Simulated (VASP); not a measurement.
Set up this calculation in VASP 6.6.1, as the native input.

- Task: single point
- Functional: PBE
- Potentials or basis: VASP PAW PBE potentials, release 64 (Cd, Se)
- Cutoff: 520 eV
- k mesh: 9 × 9 × 5
- Occupations: fermi-dirac, width 0.01 eV
- Spin: no spin polarisation
- Dipole correction: no
- Further INCAR settings: ALGO = Normal; EDIFF = 1e-06; NBANDS = 26

The structure of CdSe (Cadmoselite) lies in POSCAR:

```
CdSe
1.0
    4.3000000000      0.0000000000      0.0000000000
   -2.1500000000      3.7239092363      0.0000000000
    0.0000000000      0.0000000000      7.0200000000
Cd Se
2 2
Direct
    0.3333333333      0.6666666667      0.0048634009
    0.6666666667      0.3333333333      0.5048634009
    0.3333333333      0.6666666667      0.3801365991
    0.6666666667      0.3333333333      0.8801365991
```

One way to write it, as run:

INCAR

```
SYSTEM = CdSe
ALGO = Normal
EDIFF = 1E-6
ENCUT = 520
GGA = PE
ISIF = 2
ISMEAR = -1
LASPH = .TRUE.
LCHARG = .FALSE.
LREAL = .FALSE.
LWAVE = .FALSE.
NBANDS = 26
NELM = 100
PREC = Accurate
SIGMA = 0.01
```

KPOINTS

```
k-points
0
G
  9 9 5
  0 0 0
```

Potentials or basis: VASP PAW PBE potentials, release 64 (Cd, Se).

Command:

```bash
$ cat potpaw_PBE.64/Cd/POTCAR potpaw_PBE.64/Se/POTCAR > POTCAR
$ mpirun -np 1 vasp_std > vasp.out
```

It gave:

The pressure is 3.2 GPa. The largest force is 0.009 eV/Å and the band gap on the k mesh is 0.67 eV, direct.

It took 72 s on 1 thread of Intel Xeon 6975P-C, on a shared host, peak memory 0.28 GiB.
